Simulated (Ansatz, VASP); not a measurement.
**Bi in VASP and in Ansatz**

INCAR

```
ALGO = Normal
EDIFF = 1E-6
ENCUT = 520
GGA = PE
ISIF = 2
ISMEAR = -1
LASPH = True
LCHARG = False
LREAL = False
LWAVE = False
NBANDS = 14
NELM = 80
PREC = Accurate
SIGMA = 0.08
```

File KPOINTS:

```
k-points
0
Gamma
  13 13 13
```

File POSCAR:

```
Bi
1.0
   -1.9934072489      1.9934072489      1.9934072489
    1.9934072489     -1.9934072489      1.9934072489
    1.9934072489      1.9934072489     -1.9934072489
Bi
1
Direct
    0.0000000000      0.0000000000      0.0000000000
```

Input for Ansatz:

```yaml
crystal:
  lattice:
    - [-1.9934072489, 1.9934072489, 1.9934072489]
    - [1.9934072489, -1.9934072489, 1.9934072489]
    - [1.9934072489, 1.9934072489, -1.9934072489]
  atoms:
    - { symbol: Bi, position: [0.0, 0.0, 0.0] }
kpoints:
  mp_grid: { grid: [13, 13, 13] }
  band_path:
    path:
      - [0.0, 0.0, 0.0]
      - [0.5, -0.5, 0.5]
      - [0.0, 0.0, 0.5]
      - [0.0, 0.0, 0.0]
      - [0.25, 0.25, 0.25]
      - [0.5, -0.5, 0.5]
      - [0.25, 0.25, 0.25]
      - [0.0, 0.0, 0.5]
    npoints: 8
scf:
  occupations: { method: fermi_dirac, width: 0.08 }
hamiltonian:
  xc: pbe
  pseudopotentials: { kind: paw }
output:
  forces: true
  stress: true
  eigenvalues: true
  populations: true
  dos: { projected: true, de: 0.2, e_range: [-14, 8] }
```

Change from the starting cell: volume scaled by 1, PAW files.

Alike in both runs: task single point; functional PBE; k mesh 13 × 13 × 13; occupations fermi-dirac, width 0.08 eV; no spin polarisation.

```csv
,VASP,Ansatz
version,VASP 6.6.1,Ansatz 0.2.0
potentials or method,"VASP PAW PBE potentials, release 64 (Bi_d)","PAW with Ansatz's default frozen-core files, scalar-relativistic"
plane-wave cutoff (eV),520,420
valence electrons in the cell,15,15
```

```tsv
	VASP	Ansatz	Ansatz less VASP
pressure (GPa)	-0.1	0.0	+0.05
```

The functional is the same, so the differences come from potentials, cutoffs and numerics.

Spin-orbit coupling is off throughout.
